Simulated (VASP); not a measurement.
Wanted: the native input for a VASP 6.6.1 run.

- Task: relaxation of cell and atoms
- Functional: PBE
- Potentials or basis: VASP PAW PBE potentials, release 64 (Sn_d, Br)
- Cutoff: 600 eV
- k mesh: 4 × 4 × 4
- Occupations: gaussian, width 0.1 eV
- Spin: no spin polarisation
- Dipole correction: no
- Further INCAR settings: ALGO = Normal; EDIFF = 1e-06; IBRION = 2; EDIFFG = -0.04; NSW = 90; ISIF = 3

The structure of Sn3Br lies in POSCAR:

```
Sn3Br
1.0
    4.6634127200      0.0000000000      0.0000000000
    0.0000000000      4.6634127200      0.0000000000
    0.0000000000      0.0000000000      4.6634127200
Sn Br
3 1
Direct
    0.0000000000      0.5000000000      0.5000000000
    0.5000000000      0.5000000000      0.0000000000
    0.5000000000      0.0000000000      0.5000000000
    0.0000000000      0.0000000000      0.0000000000
```

The cell was built from a structure type or drawn by symmetry, and may not be a known phase.

The input as run:

INCAR

```
PREC = Accurate
ENCUT = 600
EDIFF = 1E-6
ISMEAR = 0
SIGMA = 0.1
LREAL = F
LASPH = T
NELM = 80
ALGO = Normal
ISIF = 3
LWAVE = F
LCHARG = F
GGA = PE
IBRION = 2
NSW = 90
EDIFFG = -0.04
```

KPOINTS

```
Automatic mesh
0
Gamma
  4 4 4
```

Potentials or basis: VASP PAW PBE potentials, release 64 (Sn_d, Br).

Run with:

```sh
$ cat potpaw_PBE.64/Sn_d/POTCAR potpaw_PBE.64/Br/POTCAR > POTCAR
$ mpirun -np 1 vasp_std > vasp.out
```

It gave:

```json
{"Relaxed volume": "28.31 Å³/atom", "Relaxed cell": "a = 4.838 Å, b = 4.838 Å, c = 4.838 Å, α = 90.00°, β = 90.00°, γ = 90.00°", "Space group after relaxing (to 0.1 Å)": "Pm-3m (No. 221)", "Energy gained by relaxing": "48.0 meV/atom", "Ionic steps": "3", "Pressure after relaxing": "0.0 GPa", "Band gap on the k mesh": "zero (an odd number of electrons rules out a gap without spin polarisation)"}
```

Caveat: spin-orbit coupling is left out, which moves the levels of the heavy elements; an odd number of electrons without spin polarisation forces a metal; a magnetic or distorted state may lie lower.

Wall time 47 s on 1 thread of AMD EPYC 9R45 96-Core Processor (Zen 5), with other jobs on the host, peak memory 0.23 GiB.
